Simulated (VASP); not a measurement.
# Cu (Pm-3m) in VASP: a series of runs

Cu is run at these levels: revPBE; tasks: relaxation of cell and atoms, single point.

All numbers are computed with VASP 6.6.1; they aren't measurements. Logs are shortened: lines on timing, memory, paths and dates and some standing lists are left out, and cuts for length are marked.

### 1 The cell of the first run

It takes space group Pm-3m (No. 221, cubic). Conventional cell: a = 2.336 Å, b = 2.336 Å, c = 2.336 Å, α = 90.00°, β = 90.00°, γ = 90.00°. Cu (site symmetry m-3m) has 6 Cu at 2.34 Å within 3.1 Å.

### 2 Relaxation of cell and atoms, revPBE

INCAR

```
SYSTEM = Cu
PREC = Accurate ; ENCUT = 600
EDIFF = 1E-6 ; ISMEAR = -1
SIGMA = 0.1 ; LREAL = .False.
LASPH = .True. ; NELM = 60
ALGO = Normal ; ISIF = 3
LWAVE = .False. ; LCHARG = .False.
GGA = RE ; IBRION = 2
NSW = 80 ; EDIFFG = -0.01
```

KPOINTS

```
Automatic mesh
0
Gamma
  13 13 13
  0 0 0
```

POSCAR

```
Cu
1.0
    2.3364585681      0.0000000000      0.0000000000
    0.0000000000      2.3364585681      0.0000000000
    0.0000000000      0.0000000000      2.3364585681
Cu
1
Direct
    0.0000000000      0.0000000000      0.0000000000
```

Potentials or basis: VASP PAW PBE potentials, release 64 (Cu).

The run is started by

```
$ cat potpaw_PBE.64/Cu/POTCAR > POTCAR
$ mpirun -np 1 vasp_std > vasp.out
```

OUTCAR:

```text
SYSTEM = Cu
   PREC = Accurate
   ENCUT = 600
   EDIFF = 1E-6
   ISMEAR = -1
   LREAL = .False.
   LASPH = .True.
   NELM = 60
   ISIF = 3
   GGA = RE
   IBRION = 2
   NSW = 80
   EDIFFG = -0.01

 ion  position               nearest neighbor table
   1  0.000  0.000  0.000-

  LATTYP: Found a simple cubic cell.
 ALAT       =     2.3364585681

  Lattice vectors:

 A1 = (   2.3364585681,   0.0000000000,   0.0000000000)
 A2 = (   0.0000000000,   2.3364585681,   0.0000000000)
 A3 = (   0.0000000000,   0.0000000000,   2.3364585681)

Analysis of symmetry for initial positions (statically):
=====================================================================
 Subroutine PRICEL returns:
 Original cell was already a primitive cell.

 Routine SETGRP: Setting up the symmetry group for a
 simple cubic supercell.

 Subroutine GETGRP returns: Found 48 space group operations
 (whereof 48 operations were pure point group operations)
 out of a pool of 48 trial point group operations.

The static configuration has the point symmetry O_h .

Analysis of symmetry for dynamics (positions and initial velocities):
=====================================================================
 Subroutine PRICEL returns:
 Original cell was already a primitive cell.

 Routine SETGRP: Setting up the symmetry group for a
 simple cubic supercell.

 Subroutine GETGRP returns: Found 48 space group operations
 (whereof 48 operations were pure point group operations)
 out of a pool of 48 trial point group operations.

The dynamic configuration has the point symmetry O_h .

 Subroutine INISYM returns: Found 48 space group operations
 (whereof 48 operations are pure point group operations),
 and found     1 'primitive' translations

----------------------------------------------------------------------------------------

                                     Primitive cell

  volume of cell :      12.7548

  direct lattice vectors                    reciprocal lattice vectors
     2.336458568  0.000000000  0.000000000     0.427998174  0.000000000  0.000000000
     0.000000000  2.336458568  0.000000000     0.000000000  0.427998174  0.000000000
     0.000000000  0.000000000  2.336458568     0.000000000  0.000000000  0.427998174

  length of vectors
     2.336458568  2.336458568  2.336458568     0.427998174  0.427998174  0.427998174

  position of ions in fractional coordinates (direct lattice)
     0.000000000  0.000000000  0.000000000

  ion indices of the primitive-cell ions
   primitive index   ion index
                 1           1

----------------------------------------------------------------------------------------

 KPOINTS: Automatic mesh

Automatic generation of k-mesh.
 Grid dimensions read from file:
 generate k-points for:   13   13   13

 Generating k-lattice:

  Cartesian coordinates                     Fractional coordinates (reciprocal lattice)
     0.032922936  0.000000000  0.000000000     0.076923077  0.000000000  0.000000000
     0.000000000  0.032922936  0.000000000     0.000000000  0.076923077  0.000000000
     0.000000000  0.000000000  0.032922936     0.000000000  0.000000000  0.076923077

  Length of vectors
     0.032922936  0.032922936  0.032922936

  Shift w.r.t. Gamma in fractional coordinates (k-lattice)
     0.000000000  0.000000000  0.000000000

 Subroutine IBZKPT returns following result:
 ===========================================

 Found     84 irreducible k-points:

 Following reciprocal coordinates:
            Coordinates               Weight
  0.000000  0.000000  0.000000      1.000000
  0.076923  0.000000  0.000000      6.000000
  0.153846  0.000000  0.000000      6.000000
  0.230769  0.000000  0.000000      6.000000
  0.307692  0.000000  0.000000      6.000000
  0.384615  0.000000  0.000000      6.000000
[... 16 lines left out ...]
  0.307692  0.307692  0.000000     12.000000
  0.384615  0.307692  0.000000     24.000000
 [... further k-points ...]
   k-points           NKPTS =     84   k-points in BZ     NKDIM =     84   number of bands    NBANDS=      9
   number of dos      NEDOS =    301   number of ions     NIONS =      1
   total plane-waves  NPLWV =   8000
   dimension x,y,z NGX =    20 NGY =   20 NGZ =   20
   dimension x,y,z NGXF=    40 NGYF=   40 NGZF=   40
   ions per type =               1
   NGX,Y,Z   is equivalent  to a cutoff of  14.23, 14.23, 14.23 a.u.
   NGXF,Y,Z  is equivalent  to a cutoff of  28.46, 28.46, 28.46 a.u.
 SYSTEM =  Cu
   PREC   = accura    normal or accurate (medium, high low for compatibility)
   ISTART =      0    job   : 0-new  1-cont  2-samecut
   ICHARG =      2    charge: 1-file 2-atom 10-const
   ISPIN  =      1    spin polarized calculation?
   LNONCOLLINEAR =      F non collinear calculations
   LSORBIT =      F    spin-orbit coupling
   LASPH  =      T    aspherical Exc in radial PAW
   ENCUT  =  600.0 eV  44.10 Ry    6.64 a.u.   4.67  4.67  4.67*2*pi/ulx,y,z
   NELM   =     60;   NELMIN=  2; NELMDL= -5     # of ELM steps
   EDIFF  = 0.1E-05   stopping-criterion for ELM
   LREAL  =      F    real-space projection
   EDIFFG = -.1E-01   stopping-criterion for IOM
   NSW    =     80    number of steps for IOM
   IBRION =      2    ionic relax: 0-MD 1-quasi-New 2-CG
   NFREE  =      1    steps in history (QN), initial steepest desc. (CG)
   ISIF   =      3    stress and relaxation
   ISYM   =      2    0-nonsym 1-usesym 2-fastsym
   POTIM  = 0.5000    time-step for ionic-motion
   TEBEG  =    0.0;   TEEND  =   0.0 temperature during run
   PSTRESS=    0.0 pullay stress
   NELECT =      11.0000    total number of electrons
   NUPDOWN=      -1.0000    fix difference up-down
   EMIN   =  10.00;   EMAX   =-10.00  energy-range for DOS
   EFERMI =   0.00;   METHOD = LEGACY
   ISMEAR =    -1;   SIGMA  =   0.10  broadening in eV -4-tet -1-fermi 0-gaus
   EFERMI_NEDOS =   21; number of points for ismear=-14 and -15
   IALGO  =     38    algorithm
   IMIX   =      4    mixing-type and parameters
     AMIX     =   0.40;   BMIX     =  1.00
     AMIX_MAG =   1.60;   BMIX_MAG =  1.00
  volume/ion in A,a.u.               =      12.75        86.07
  Fermi-wavevector in a.u.,A,eV,Ry     =   1.558288  2.944737 33.038490  2.428261
  Thomas-Fermi vector in A             =   2.661814
   LORBIT       =      0    0 simple, 1 ext, 2 COOP (PROOUT), +10 PAW based schemes
   GGA     = RE    functional components
   LHFCALC =     F    Hartree Fock is set to
   AEXX    =    0.0000 exact exchange contribution
   IVDW    =     0    specifies the selected vdW correction
   LEPSILON=     F    determine dielectric tensor
   LRPA    =     F    only Hartree local field effects (RPA)
 conjugate gradient relaxation of ions
 non-spin polarized calculation
  energy-cutoff  :      600.00
  volume of cell :       12.75
 maximum number of plane-waves:       449
 NGX is ok and might be reduce to    20
   NGX =  9   NGY =  9   NGZ =  9

--------------------------------------- Ionic step        1  -------------------------------------------

 number of electron      11.0000008 magnetization

 Free energy of the ion-electron system (eV)
  ---------------------------------------------------
  ext. energy  EPLUGINS =         0.00000000
  ---------------------------------------------------
  free energy    TOTEN  =        -2.84055603 eV

  energy without entropy =       -2.82955679  energy(sigma->0) =       -2.83505641

------------------------ aborting loop because EDIFF is reached ----------------------------------------

  FORCE on cell =-STRESS in cart. coord.  units (eV):
  Direction    XX          YY          ZZ          XY          YZ          ZX
  --------------------------------------------------------------------------------------
  -------------------------------------------------------------------------------------
  Total        1.2113084      1.2113084      1.2113084      0.0000000     -0.0000000      0.0000000
  in kB      152.1566905    152.1566905    152.1566905      0.0000000     -0.0000000      0.0000000
  external PRESSURE =     152.1566905 kB  Pullay stress =       0.0000000 kB
[... 55 lines left out ...]
  energy  without entropy=       -2.8884572435  energy(sigma->0) =       -2.89432138

--------------------------------------- Ionic step        3  -------------------------------------------

 number of electron      10.9999994 magnetization

 Free energy of the ion-electron system (eV)
  ---------------------------------------------------
  ext. energy  EPLUGINS =         0.00000000
  ---------------------------------------------------
  free energy    TOTEN  =        -2.90926209 eV

  energy without entropy =       -2.89765744  energy(sigma->0) =       -2.90345977

 E-fermi :   5.3343     XC(G=0): -11.4343

 val. band max:        5.2223620848   @ k =   0.3846   0.3077   0.0000
 cond. band min:       5.3437416834   @ k =   0.3077   0.3077   0.2308
 fundamental gap:      0.1213795986
 Fermi energy:         5.3343068893

 k-point     1 :       0.0000    0.0000    0.0000
  band No.  band energies     occupation
      1      -2.4263      2.00000
      2       1.7120      2.00000
      3       1.7120      2.00000
      4       4.0618      1.99999
      5       4.0618      1.99999
      6       4.0618      1.99999
      7      22.5651      0.00000
      8      22.5651      0.00000
      9      22.5651      0.00000
[... 265 lines left out ...]
 k-point    24 :       0.3846    0.3077    0.0000
  band No.  band energies     occupation
      1       1.6213      2.00000
      2       2.0820      2.00000
      3       3.4252      2.00000
      4       3.5142      2.00000
      5       3.6691      2.00000
      6       5.2224      1.50777
      7      10.8981      0.00000
      8      16.0272      0.00000
      9      21.3687      0.00000

 [... further k-points ...]
[... 5 lines left out ...]
  --------------------------------------------------------------------------------------
  -------------------------------------------------------------------------------------
  Total        0.0040965      0.0040965      0.0040965      0.0000000      0.0000000      0.0000000
  in kB        0.4560752      0.4560752      0.4560752      0.0000000      0.0000000      0.0000000
  external PRESSURE =       0.4560752 kB  Pullay stress =       0.0000000 kB
[... 16 lines left out ...]
  FREE ENERGIE OF THE ION-ELECTRON SYSTEM (eV)
  ---------------------------------------------------
  free  energy   TOTEN  =        -2.9092620913 eV

  energy  without entropy=       -2.8976574440  energy(sigma->0) =       -2.90345977

 reached required accuracy - stopping structural energy minimisation
```

Run time: 14 s. Hardware: 1 thread of Intel Xeon Platinum 8488C (Sapphire Rapids), shared host; peak memory 0.13 GiB.

What came out:

| Property | Result |
| --- | --- |
| Free energy | -2.9093 eV |
| Relaxed volume | 14.39 Å³/atom |
| Relaxed cell | a = 2.432 Å, b = 2.432 Å, c = 2.432 Å, α = 90.00°, β = 90.00°, γ = 90.00° |
| Space group after relaxing (to 0.05 Å) | Pm-3m (No. 221) |
| Energy gained by relaxing | 68.7 meV/atom |
| Ionic steps | 3 |
| Pressure after relaxing | 0.0 GPa |

Step by step:
| step | energy change (eV) | largest force (eV/Å) | pressure (GPa) | volume (Å³) |
| --- | --- | --- | --- | --- |
| 1 | 0.0000 | 0.0000 | 15.22 | 12.75 |
| 2 | -0.0596 | 0.0000 | -3.86 | 15.12 |
| 3 | -0.0687 | 0.0000 | 0.05 | 14.39 |

Final structure:
```cif
data_structure
_symmetry_space_group_name_H-M 'P 1'
_symmetry_Int_Tables_number 1
_cell_length_a 2.4324
_cell_length_b 2.4324
_cell_length_c 2.4324
_cell_angle_alpha 90.000
_cell_angle_beta 90.000
_cell_angle_gamma 90.000
_cell_volume 14.39
loop_
_atom_site_label
_atom_site_type_symbol
_atom_site_fract_x
_atom_site_fract_y
_atom_site_fract_z
_atom_site_occupancy
Cu1 Cu 0.00000 0.00000 0.00000 1
```

Caveat: the PAW data sets were made with another functional, which shifts forces and pressure a little.

### 3 Single point, revPBE

This run uses another cell than the first one, of 14.35 Å³/atom, 1.125 times its volume.

INCAR

```
SYSTEM = Cu
PREC = Accurate
ENCUT = 520
EDIFF = 1E-6
ISMEAR = -1
SIGMA = 0.1
LREAL = .False.
LASPH = .True.
NELM = 80
ALGO = Normal
ISIF = 2
LWAVE = .False.
LCHARG = .False.
GGA = RE
NBANDS = 12
```

KPOINTS

```
regular mesh
0
Gamma
  21 21 21
  0 0 0
```

POSCAR

```
Cu
1.0
    2.4299874555      0.0000000000      0.0000000000
    0.0000000000      2.4299874555      0.0000000000
    0.0000000000      0.0000000000      2.4299874555
Cu
1
Direct
    0.0000000000      0.0000000000      0.0000000000
```

Potentials or basis: VASP PAW PBE potentials, release 64 (Cu).

The run is started by

```
$ cat potpaw_PBE.64/Cu/POTCAR > POTCAR
$ mpirun -np 1 vasp_std > vasp.out
```

OUTCAR:

```text
SYSTEM = Cu
   PREC = Accurate
   ENCUT = 520
   EDIFF = 1E-6
   ISMEAR = -1
   LREAL = .False.
   LASPH = .True.
   NELM = 80
   ISIF = 2
   GGA = RE

 ion  position               nearest neighbor table
   1  0.000  0.000  0.000-

  LATTYP: Found a simple cubic cell.
 ALAT       =     2.4299874555

  Lattice vectors:

 A1 = (   2.4299874555,   0.0000000000,   0.0000000000)
 A2 = (   0.0000000000,   2.4299874555,   0.0000000000)
 A3 = (   0.0000000000,   0.0000000000,   2.4299874555)

Analysis of symmetry for initial positions (statically):
=====================================================================
 Subroutine PRICEL returns:
 Original cell was already a primitive cell.

 Routine SETGRP: Setting up the symmetry group for a
 simple cubic supercell.

 Subroutine GETGRP returns: Found 48 space group operations
 (whereof 48 operations were pure point group operations)
 out of a pool of 48 trial point group operations.

The static configuration has the point symmetry O_h .

Analysis of symmetry for dynamics (positions and initial velocities):
=====================================================================
[... 160 lines left out ...]
 fundamental gap:      0.0752616349
 Fermi energy:         5.3761350891

 k-point     1 :       0.0000    0.0000    0.0000
  band No.  band energies     occupation
      1      -2.4155      2.00000
      2       1.7300      2.00000
      3       1.7300      2.00000
      4       4.0900      1.99999
      5       4.0900      1.99999
      6       4.0900      1.99999
      7      22.6257      0.00000
      8      22.6257      0.00000
      9      22.6257      0.00000
     10      25.9430      0.00000
     11      25.9430      0.00000
     12      29.5311      0.00000
[... 331 lines left out ...]
 k-point    24 :       0.1905    0.0952    0.0000
  band No.  band energies     occupation
      1      -1.2439      2.00000
      2       1.8920      2.00000
      3       2.1170      2.00000
      4       3.7802      2.00000
      5       3.8551      2.00000
      6       4.0468      2.00000
      7      16.2173      0.00000
      8      20.8956      0.00000
      9      24.1394      0.00000
     10      27.3436      0.00000
     11      30.7585      0.00000
     12      35.1216      0.00000

 [... further k-points ...]
[... 5 lines left out ...]
  --------------------------------------------------------------------------------------
  -------------------------------------------------------------------------------------
  Total        0.0527395      0.0527395      0.0527395      0.0000000     -0.0000000      0.0000000
  in kB        5.8889011      5.8889011      5.8889011      0.0000000     -0.0000000      0.0000000
  external PRESSURE =       5.8889011 kB  Pullay stress =       0.0000000 kB

 VOLUME and BASIS-vectors are now :
 -----------------------------------------------------------------------------
  energy-cutoff  :      520.00
  volume of cell :       14.35
      direct lattice vectors                 reciprocal lattice vectors
     2.429987456  0.000000000  0.000000000     0.411524758  0.000000000  0.000000000
     0.000000000  2.429987456  0.000000000     0.000000000  0.411524758  0.000000000
     0.000000000  0.000000000  2.429987456     0.000000000  0.000000000  0.411524758

 POSITION                                       TOTAL-FORCE (eV/Angst)
 -----------------------------------------------------------------------------------
      0.00000      0.00000      0.00000         0.000000      0.000000      0.000000
 -----------------------------------------------------------------------------------
    total drift:                                0.000000      0.000000      0.000000

  FREE ENERGIE OF THE ION-ELECTRON SYSTEM (eV)
  ---------------------------------------------------
  free  energy   TOTEN  =        -2.9109113406 eV

  energy  without entropy=       -2.9018072546  energy(sigma->0) =       -2.90635930
```

stdout:

```text
POSCAR found type information on POSCAR Cu
 POSCAR found :  1 types and       1 ions
 scaLAPACK will be used
 -----------------------------------------------------------------------------
|                                                                             |
|                                                                             |
|     You enforced a specific xc type in the INCAR file but a different       |
|     I HOPE YOU KNOW WHAT YOU ARE DOING!                                     |
|                                                                             |
 -----------------------------------------------------------------------------

 LDA part: xc-table for (Slater+PW92), standard interpolation
 POSCAR, INCAR and KPOINTS ok, starting setup
 FFT: planning ... GRIDC
 FFT: planning ... GRID_SOFT
 FFT: planning ... GRID
 WAVECAR not read
 entering main loop
```

It took 17 s on 1 thread of Intel Xeon Platinum 8488C (Sapphire Rapids), shared host; peak memory 0.15 GiB.

What came out:

```yaml
Free_energy: -2.9109 eV
Pressure: 0.6 GPa
```

Levels at points of the mesh, in eV from the Fermi level:
| k point | band 2 | band 3 | band 4 | band 5 | band 6 | band 7 | band 8 | band 9 | band 10 | band 11 |
| --- | --- | --- | --- | --- | --- | --- | --- | --- | --- | --- |
| (0.00, 0.00, 0.00) | -3.65 | -3.65 | -1.29 | -1.29 | -1.29 | 17.25 | 17.25 | 17.25 | 20.57 | 20.57 |

Caveat: the PAW data sets were made with another functional, which shifts forces and pressure a little.
